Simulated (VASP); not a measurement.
A run of VASP 6.6.1:

Contents of POSCAR:

```
AlN
1.0
    0.0000000000      2.0188684697      2.0188684697
    2.0188684697      0.0000000000      2.0188684697
    2.0188684697      2.0188684697      0.0000000000
Al N
1 1
Direct
    0.0000000000      0.0000000000      0.0000000000
    0.5000000000      0.5000000000      0.5000000000
```

File INCAR.step1:

```
SYSTEM = AlN
PREC = Accurate ; ENCUT = 520
ISMEAR = 0 ; SIGMA = 0.01
LREAL = .False. ; LASPH = .True.
NELM = 100 ; NBANDS = 11
GGA = PE ; ALGO = Normal
EDIFF = 1E-4 ; LWAVE = .True.
LCHARG = .False.
```

INCAR.step2

```
SYSTEM = AlN
PREC = Accurate ; ENCUT = 520
EDIFF = 1E-6 ; ISMEAR = 0
SIGMA = 0.01 ; LREAL = .False.
LASPH = .True. ; NELM = 100
ALGO = Normal ; ISIF = 2
LWAVE = .False. ; LCHARG = .True.
METAGGA = R2SCAN ; LMIXTAU = .True.
LELF = .True. ; LVHAR = .True.
NBANDS = 11 ; ISTART = 1
```

KPOINTS

```
Automatic mesh
0
Gamma
  6 6 6
  0 0 0
```

Potentials or basis: VASP PAW PBE potentials, release 64 (Al, N).

Launch:

```console
$ cat potpaw_PBE.64/Al/POTCAR potpaw_PBE.64/N/POTCAR > POTCAR
$ cp INCAR.step1 INCAR
$ mpirun -np 1 vasp_std > vasp.out
$ cp INCAR.step2 INCAR
$ mpirun -np 1 vasp_std > vasp.out
```

Hardware: 1 thread of Intel Xeon 6975P-C, with other jobs on the host.

Question: How long does it take, and how much memory?

Answer: Run time: 13 s on 1 thread of Intel Xeon 6975P-C (shared host), peak memory 0.14 GiB. Counts: k points 16.
